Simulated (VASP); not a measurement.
Input of a VASP 6.6.1 run:

File POSCAR:

```
Rh
1.0
    0.0000000000      1.9300732500      1.9585965000
    1.9300732500      0.0000000000      1.9585965000
    1.9300732500      1.9300732500      0.0000000000
Rh
1
Direct
    0.0000000000      0.0000000000      0.0000000000
```

File INCAR.step1:

```
SYSTEM = Rh
PREC = Accurate
ENCUT = 520
ISMEAR = 0
SIGMA = 0.15
LREAL = .False.
LASPH = .True.
NELM = 60
NBANDS = 14
GGA = PE
ALGO = Normal
EDIFF = 1E-4
LWAVE = .True.
LCHARG = .False.
```

The input INCAR.step2:

```
SYSTEM = Rh
PREC = Accurate
ENCUT = 520
EDIFF = 1E-6
ISMEAR = 0
SIGMA = 0.15
LREAL = .False.
LASPH = .True.
NELM = 60
ALGO = Normal
ISIF = 2
LWAVE = .False.
LCHARG = .False.
METAGGA = R2SCAN
LMIXTAU = .True.
NBANDS = 14
ISTART = 1
```

Contents of KPOINTS:

```
regular mesh
0
Gamma
  8 8 8
  0 0 0
```

Potentials or basis: VASP PAW PBE potentials, release 64 (Rh_pv).

Command:

```bash
$ cat potpaw_PBE.64/Rh_pv/POTCAR > POTCAR
$ cp INCAR.step1 INCAR
$ mpirun -np 1 vasp_std > vasp.out
$ cp INCAR.step2 INCAR
$ mpirun -np 1 vasp_std > vasp.out
```

(1) Predict the pressure.

Results:

(1) -13.1 GPa.

Caveat: the cell differs from its parent crystal (strain +0.015 along x and y, +0.030 along z); the PAW data sets were made with another functional, which shifts forces and pressure a little.
